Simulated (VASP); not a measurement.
Set up this calculation in VASP 6.6.1, as the native input.

| Item | Value |
| --- | --- |
| Task | single point |
| Functional | PBE |
| Potentials or basis | VASP PAW PBE potentials, release 64 (Te, Mo_sv) |
| Cutoff | 520 eV |
| k mesh | 12 × 12 × 2 |
| Occupations | gaussian, width 0.02 eV |
| Spin | no spin polarisation |
| Dipole correction | no |
| Further INCAR settings | ALGO = Normal; EDIFF = 1e-07; NBANDS = 20 |

The structure of Te2Mo lies in POSCAR:

```
Te2Mo
1.0
    3.5549667215     -0.0000000029      0.0000000000
   -1.7774833583      3.0786914919      0.0000000000
    0.0000000000      0.0000000000     17.5181591292
Te Mo
2 1
Direct
    0.3333333333      0.6666666667      0.8967943705
    0.3333333333      0.6666666667      0.1032056295
    0.0000000000      0.0000000000      0.0000000000
```

One way to write it, as run:

INCAR

```
ALGO = Normal
EDIFF = 1E-7
ENCUT = 520
GGA = PE
ISIF = 2
ISMEAR = 0
LASPH = T
LCHARG = F
LREAL = F
LWAVE = F
NBANDS = 20
NELM = 80
PREC = Accurate
SIGMA = 0.02
```

KPOINTS

```
k-points
0
Gamma
  12 12 2
```

Potentials or basis: VASP PAW PBE potentials, release 64 (Te, Mo_sv).

Command:

```bash
$ cat potpaw_PBE.64/Te/POTCAR potpaw_PBE.64/Mo_sv/POTCAR > POTCAR
$ mpirun -np 1 vasp_std > vasp.out
```

Results of the run:

The largest force is 0.012 eV/Å and the band gap on the k mesh is 1.08 eV, direct.

Caveat: spin-orbit coupling is left out, which moves the levels of the heavy elements.

Run time: 91 s on 1 thread of Intel(R) Xeon(R) 6975P-C (Granite Rapids) (shared host), peak memory 0.39 GiB.
